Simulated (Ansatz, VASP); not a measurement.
# Two plane-wave programs on Ta2N

File INCAR:

```
SYSTEM = Ta2N
  PREC = Accurate
  ENCUT = 520
  EDIFF = 1E-7
  ISMEAR = 0
  SIGMA = 0.15
  LREAL = .False.
  LASPH = .True.
  NELM = 60
  ALGO = Normal
  ISIF = 2
  LWAVE = .False.
  LCHARG = .False.
  NBANDS = 50
```

The input KPOINTS:

```
regular mesh
0
Gamma
  9 9 8
  0 0 0
```

POSCAR

```
Ta2N
1.0
    5.1945250684      0.0000000000      0.0000000000
   -2.5972625342      4.4985906699      0.0000000000
    0.0000000000      0.0000000000      4.9483045802
Ta N
6 3
Direct
    0.6191173904      0.6191173904      0.7526041962
    0.0000000000      0.3808826096      0.7526041962
    0.3808826096      0.0000000000      0.7526041962
    0.3808826096      0.3808826096      0.2473958038
    0.0000000000      0.6191173904      0.2473958038
    0.6191173904      0.0000000000      0.2473958038
    0.6666666667      0.3333333333      0.5000000000
    0.3333333333      0.6666666667      0.5000000000
    0.0000000000      0.0000000000      0.0000000000
```

Input for Ansatz:

```yaml
crystal:
  lattice:
    - [5.1945250684, 0.0, 0.0]
    - [-2.5972625342, 4.4985906699, 0.0]
    - [0.0, 0.0, 4.9483045802]
  atoms:
    - { symbol: Ta, position: [0.6191173904, 0.6191173904, 0.7526041962] }
    - { symbol: Ta, position: [0.0, 0.3808826096, 0.7526041962] }
    - { symbol: Ta, position: [0.3808826096, 0.0, 0.7526041962] }
    - { symbol: Ta, position: [0.3808826096, 0.3808826096, 0.2473958038] }
    - { symbol: Ta, position: [0.0, 0.6191173904, 0.2473958038] }
    - { symbol: Ta, position: [0.6191173904, 0.0, 0.2473958038] }
    - { symbol: "N", position: [0.6666666667, 0.3333333333, 0.5] }
    - { symbol: "N", position: [0.3333333333, 0.6666666667, 0.5] }
    - { symbol: "N", position: [0.0, 0.0, 0.0] }
basis:
  ecutwfc: 520.0
kpoints:
  mp_grid: { grid: [9, 9, 8] }
hamiltonian:
  xc: lda
  pseudopotentials: { kind: paw, azcp: { folder: soft_1 } }
scf:
  occupations: { method: gaussian, width: 0.15 }
output:
  forces: true
  stress: true
  eigenvalues: true
  write_density: true
  write_potential: true
  elf: true
  volumetric_format: npy
```

Alike in both runs: task single point; functional LDA; k mesh 9 × 9 × 8; occupations gaussian, width 0.15 eV; no spin polarisation.

|  | VASP | Ansatz |
| --- | --- | --- |
| version | VASP 6.6.1 | Ansatz 0.2.0 |
| potentials or method | VASP PAW LDA potentials, release 64 (Ta_pv, N), cutoff 520 eV | scalar-relativistic, plane waves, PAW |
| valence electrons in the cell | 81 | 93 |

|  | VASP | Ansatz | Ansatz less VASP |
| --- | --- | --- | --- |
| gap on the k mesh at the Fermi level (eV) | none | none | - |
| pressure (GPa) | 18.4 | 16.6 | -1.73 |
| traceless stress, the component that is largest in VASP (GPa) | -4.45 | -4.47 | -0.021 |
| rms of the force components (eV/Å) | 3.088 | 3.062 | -0.0261 |

Ansatz warns that its potentials were made for another functional, while VASP's fit it. LDA's correlation is that of Perdew and Zunger in VASP and of Perdew and Wang (1992) in Ansatz. Atom by atom the forces differ by 0.030 eV/Å (rms over components). A gap of «none» marks a metal or a gap that the smearing closes. VASP's potentials hold 81 valence electrons a cell and Ansatz's 93, so a difference there can come from the potentials and not from the codes.

Spin-orbit coupling is off throughout.
